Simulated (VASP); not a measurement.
# C (R-3m) in VASP: notebook, part 2 of 2

VASP 6.6.1. Earlier steps stand in the parts before.

### Step 5. Single point, LDA (strained cell)

File INCAR:

```
PREC     = Accurate       # precision mode
ENCUT    = 600            # plane-wave cutoff, eV
EDIFF    = 1E-6           # SCF threshold, eV
ISMEAR   = 0              # smearing method
SIGMA    = 0.02           # smearing width, eV
LREAL    = False          # projectors in reciprocal space
LASPH    = True           # aspherical terms in the spheres
NELM     = 120            # most SCF steps
ALGO     = Normal         # electronic algorithm
ISIF     = 2              # what is computed and relaxed
LWAVE    = False          # write WAVECAR
LCHARG   = False          # write CHGCAR
NBANDS   = 11             # bands
GGA_COMPAT= False
```

File KPOINTS:

```
regular mesh
0
Gamma
  9 9 9
```

File POSCAR:

```
C
1.0
    0.0197753274      1.7590365601      1.7590365601
    1.7590365601      0.0197753274      1.7590365601
    1.7590365601      1.7590365601      0.0197753274
C
2
Direct
    0.0002018756      0.0002018756      0.0002018756
    0.2497981244      0.2497981244      0.2497981244
```

Potentials or basis: VASP PAW LDA potentials, release 64 (C).

The run is started by

```sh
> cat potpaw_LDA.64/C/POTCAR > POTCAR
> mpirun -np 1 vasp_std > vasp.out
```

OUTCAR:

```text
PREC = Accurate
   ENCUT = 600
   EDIFF = 1E-6
   ISMEAR = 0
   LREAL = False
   LASPH = True
   NELM = 120
   ISIF = 2

 ion  position               nearest neighbor table
   1  0.000  0.000  0.000-   2 1.51   2 1.51   2 1.51   2 1.53
   2  0.250  0.250  0.250-   1 1.51   1 1.51   1 1.51   1 1.53

  LATTYP: Found a trigonal (rhomboedric) cell.
 ALAT       =     2.4877319597
 COS(alpha) =     0.5112098307

  Lattice vectors:

 A1 = (   0.0197753274,   1.7590365601,   1.7590365601)
 A2 = (   1.7590365601,   0.0197753274,   1.7590365601)
 A3 = (   1.7590365601,   1.7590365601,   0.0197753274)

Analysis of symmetry for initial positions (statically):
=====================================================================
 Subroutine PRICEL returns:
 Original cell was already a primitive cell.

 Routine SETGRP: Setting up the symmetry group for a
 trigonal (rhombohedral) supercell.

 Subroutine GETGRP returns: Found 12 space group operations
 (whereof  6 operations were pure point group operations)
 out of a pool of 12 trial point group operations.

The static configuration has the point symmetry C_3v.
 The point group associated with its full space group is D_3d.

Analysis of symmetry for dynamics (positions and initial velocities):
=====================================================================
 Subroutine PRICEL returns:
 Original cell was already a primitive cell.

 Routine SETGRP: Setting up the symmetry group for a
 trigonal (rhombohedral) supercell.

 Subroutine GETGRP returns: Found 12 space group operations
 (whereof  6 operations were pure point group operations)
 out of a pool of 12 trial point group operations.

The dynamic configuration has the point symmetry C_3v.
 The point group associated with its full space group is D_3d.

 Subroutine INISYM returns: Found 12 space group operations
 (whereof  6 operations are pure point group operations),
 and found     1 'primitive' translations

----------------------------------------------------------------------------------------

                                     Primitive cell
[... 120 lines left out ...]
   LEPSILON=     F    determine dielectric tensor
   LRPA    =     F    only Hartree local field effects (RPA)
 non-spin polarized calculation
 Gauss-broadening in eV      SIGMA  =   0.02
  energy-cutoff  :      600.00
  volume of cell :       10.70
 maximum number of plane-waves:       367
   NGX =  9   NGY =  9   NGZ =  9

 number of electron       7.9999999 magnetization

 Free energy of the ion-electron system (eV)
  ---------------------------------------------------
  ext. energy  EPLUGINS =         0.00000000
  ---------------------------------------------------
  free energy    TOTEN  =       -20.22691679 eV

  energy without entropy =      -20.22691679  energy(sigma->0) =      -20.22691679

 E-fermi :  10.8184     XC(G=0): -13.7832

 val. band max:       10.6228421463   @ k =   0.0000   0.0000   0.0000
 cond. band min:      14.8530881444   @ k =   0.3333   0.3333  -0.0000
 fundamental gap:      4.2302459981
 Fermi energy:        10.8184308015

 k-point     1 :       0.0000    0.0000    0.0000
  band No.  band energies     occupation
      1     -11.5178      2.00000
      2      10.5288      2.00000
      3      10.6228      2.00000
      4      10.6228      2.00000
      5      15.9634      0.00000
      6      16.4614      0.00000
      7      16.4614      0.00000
      8      25.5245      0.00000
      9      30.3871      0.00000
     10      37.8909      0.00000
     11      37.8909      0.00000
[... 309 lines left out ...]
 k-point    24 :       0.4444    0.4444   -0.0000
  band No.  band energies     occupation
      1      -4.2335      2.00000
      2      -0.5302      2.00000
      3       3.9371      2.00000
      4       4.1889      2.00000
      5      14.9752      0.00000
      6      16.1615      0.00000
      7      27.6982      0.00000
      8      27.7136      0.00000
      9      34.2552      0.00000
     10      34.8142      0.00000
     11      44.1676      0.00000

 [... further k-points ...]

------------------------ aborting loop because EDIFF is reached ----------------------------------------

  FORCE on cell =-STRESS in cart. coord.  units (eV):
  Direction    XX          YY          ZZ          XY          YZ          ZX
  --------------------------------------------------------------------------------------
  -------------------------------------------------------------------------------------
  Total        1.0137781      1.0137781      1.0137781     -0.4749891     -0.4749891     -0.4749891
  in kB      151.7695499    151.7695499    151.7695499    -71.1091229    -71.1091229    -71.1091229
  external PRESSURE =     151.7695499 kB  Pullay stress =       0.0000000 kB

 VOLUME and BASIS-vectors are now :
 -----------------------------------------------------------------------------
  energy-cutoff  :      600.00
  volume of cell :       10.70
      direct lattice vectors                 reciprocal lattice vectors
     0.019775327  1.759036560  1.759036560    -0.289085282  0.285871476  0.285871476
     1.759036560  0.019775327  1.759036560     0.285871476 -0.289085282  0.285871476
     1.759036560  1.759036560  0.019775327     0.285871476  0.285871476 -0.289085282

 POSITION                                       TOTAL-FORCE (eV/Angst)
 -----------------------------------------------------------------------------------
      0.00071      0.00071      0.00071         0.002474      0.002474      0.002474
      0.88375      0.88375      0.88375        -0.002474     -0.002474     -0.002474
 -----------------------------------------------------------------------------------
    total drift:                                0.000000      0.000000      0.000000

  FREE ENERGIE OF THE ION-ELECTRON SYSTEM (eV)
  ---------------------------------------------------
  free  energy   TOTEN  =       -20.2269167891 eV

  energy  without entropy=      -20.2269167891  energy(sigma->0) =      -20.22691679
```

It took 13 s on 1 thread of Intel Xeon Platinum 8259CL at 2.50GHz (Skylake/Cascade Lake), shared host; peak memory 0.12 GiB.

Results:

* Free energy: -20.2269 eV
* Pressure: 15.2 GPa
* Largest force: 0.004 eV/Å
* Band gap on the k mesh: 4.23 eV (least direct gap 5.34 eV)

Forces in eV/Å, atoms in the order of the input:
```
C    0.002  0.002  0.002
C   -0.002 -0.002 -0.002
```

Caveat: the cell differs from its parent crystal (strained cell); the cell stands under pressure; an odd mesh through Γ misses points on the zone boundary, where band edges can lie.

### Step 6. The runs side by side

```tsv
cell	gap on the mesh (eV)	pressure (GPa)	largest force (eV/Å)
a = 2.500 Å, angles 58.9°, 2 atoms	4.19	11.6	0.01
a = 2.450 Å, angles 60.3°, 2 atoms	4.30	27.6	-
a = 2.489 Å, angles 59.2°, 2 atoms	4.23	14.9	0.01
a = 2.488 Å, angles 59.3°, 2 atoms	4.23	15.2	-
```

Alike in all rows: task single point; level LDA; potentials or basis VASP PAW LDA potentials, release 64 (C); no spin polarisation; k mesh 9 × 9 × 9; cutoff (eV) 600; smearing gaussian 0.02 eV.

Caveats: the cell stands under pressure; an odd mesh through Γ misses points on the zone boundary, where band edges can lie.

Absolute energies hang on the potentials; compare differences alone.
